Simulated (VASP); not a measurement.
Set up this calculation in VASP 6.6.1, as the native input.

```yaml
Task: single point
Functional: LDA
Potentials_or_basis: VASP PAW LDA potentials, release 64 (Zn, Se)
Cutoff: 520 eV
k_mesh: 8 × 8 × 6
Occupations: gaussian, width 0.05 eV
Spin: no spin polarisation
Dipole_correction: no
Further_INCAR_settings: ALGO = Normal; EDIFF = 1e-07; NBANDS = 26
```

The structure of ZnSe lies in POSCAR:

```
ZnSe
1.0
    3.9827722569      0.0000000000      0.0000000000
    0.0000000000      3.9827722569      0.0000000000
    0.0000000000      0.0000000000      4.9411000000
Zn Se
2 2
Direct
    0.0000000000      0.0000000000      0.0000000000
    0.5000000000      0.5000000000      0.0000000000
    0.0000000000      0.5000000000      0.2796655406
    0.5000000000      0.0000000000      0.7203344594
```

One way to write it, as run:

INCAR

```
SYSTEM = ZnSe
PREC = Accurate ; ENCUT = 520
EDIFF = 1E-7 ; ISMEAR = 0
SIGMA = 0.05 ; LREAL = .FALSE.
LASPH = .TRUE. ; NELM = 60
ALGO = Normal ; ISIF = 2
LWAVE = .FALSE. ; LCHARG = .FALSE.
GGA = CA ; NBANDS = 26
```

KPOINTS

```
regular mesh
0
G
  8 8 6
  0 0 0
```

Potentials or basis: VASP PAW LDA potentials, release 64 (Zn, Se).

Launch:

```bash
$ cat potpaw_LDA.64/Zn/POTCAR potpaw_LDA.64/Se/POTCAR > POTCAR
$ mpirun -np 1 vasp_std > vasp.out
```

It gave:

- Pressure: 5.4 GPa
- Largest force: 0.934 eV/Å
- Band gap on the k mesh: 1.24 eV, direct

Run time: 2.8 min on 1 thread of Intel Xeon 8259CL, on a shared host, peak memory 0.23 GiB.
